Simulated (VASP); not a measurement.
A run of VASP 6.6.1:

INCAR

```
ALGO = Fast
EDIFF = 1E-6
ENCUT = 520
GGA = PS
ISIF = 2
ISMEAR = 0
LASPH = T
LCHARG = T
LELF = T
LREAL = F
LVHAR = T
LWAVE = F
NBANDS = 18
NELM = 60
PREC = Accurate
SIGMA = 0.3
```

Contents of KPOINTS:

```
k-points
0
Gamma
  16 16 6
```

File POSCAR:

```
Al3Cu
1.0
    2.7784054294      0.0000000000      0.0000000000
    0.0000000000      2.7784054294      0.0000000000
    0.0000000000      0.0000000000      7.5134034100
Al Cu
3 1
Direct
    0.0000000000      0.0000000000      0.5000000000
    0.5000000000      0.5000000000      0.2261155100
    0.5000000000      0.5000000000      0.7738844900
    0.0000000000      0.0000000000      0.0000000000
```

Potentials or basis: VASP PAW PBE potentials, release 64 (Al, Cu).

Command:

```console
$ cat potpaw_PBE.64/Al/POTCAR potpaw_PBE.64/Cu/POTCAR > POTCAR
$ mpirun -np 1 vasp_std > vasp.out
```

Hardware: 1 thread of Intel(R) Xeon(R) Platinum 8375C CPU @ 2.90GHz (Ice Lake), on a shared host.

Task: How long does it take, and how much memory?

Result: Wall time 7 min on 1 thread of Intel(R) Xeon(R) Platinum 8375C CPU @ 2.90GHz (Ice Lake), on a shared host, peak memory 0.3 GiB. Counts: scf iterations 25, k points 180.
